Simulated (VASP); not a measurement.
Here is a VASP 6.6.1 calculation.

File INCAR:

```
ALGO     = Normal         # electronic algorithm
EDIFF    = 1E-7           # SCF threshold, eV
ENCUT    = 520            # plane-wave cutoff, eV
GGA      = PE             # functional
ISIF     = 2              # what is computed and relaxed
ISMEAR   = 0              # smearing method
LASPH    = T              # aspherical terms in the spheres
LCHARG   = F              # write CHGCAR
LREAL    = F              # projectors in reciprocal space
LWAVE    = F              # write WAVECAR
NBANDS   = 28             # bands
NELM     = 100            # most SCF steps
PREC     = Accurate       # precision mode
SIGMA    = 0.1            # smearing width, eV
```

File KPOINTS:

```
k-points
0
Gamma
  12 12 8
```

File POSCAR:

```
GeAs5
1.0
    5.1983658185      0.0000000000      0.0000000000
   -2.5991829093      4.5019168570      0.0000000000
    0.0000000000      0.0000000000      5.2159114180
Ge As
1 5
Direct
    0.0000000000      0.0000000000      0.0000000000
    0.7158981269      0.0000000000      0.5000000000
    0.2841018731      0.2841018731      0.5000000000
    0.0000000000      0.7158981269      0.5000000000
    0.6666666667      0.3333333333      0.0000000000
    0.3333333333      0.6666666667      0.0000000000
```

Potentials or basis: VASP PAW PBE potentials, release 64 (Ge_d, As).

Command:

```console
$ cat potpaw_PBE.64/Ge_d/POTCAR potpaw_PBE.64/As/POTCAR > POTCAR
$ mpirun -np 1 vasp_std > vasp.out
```

Question: Estimate the pressure.

Answer: 0.1 GPa.

Question: Estimate the largest force.

Answer: 0.049 eV/Å.

Forces in eV/Å, atoms in the order of the input:
```
Ge   0.000  0.000  0.000
As  -0.049  0.000  0.000
As   0.025  0.042  0.000
As   0.025 -0.042  0.000
As   0.000  0.000  0.000
As   0.000  0.000  0.000
```
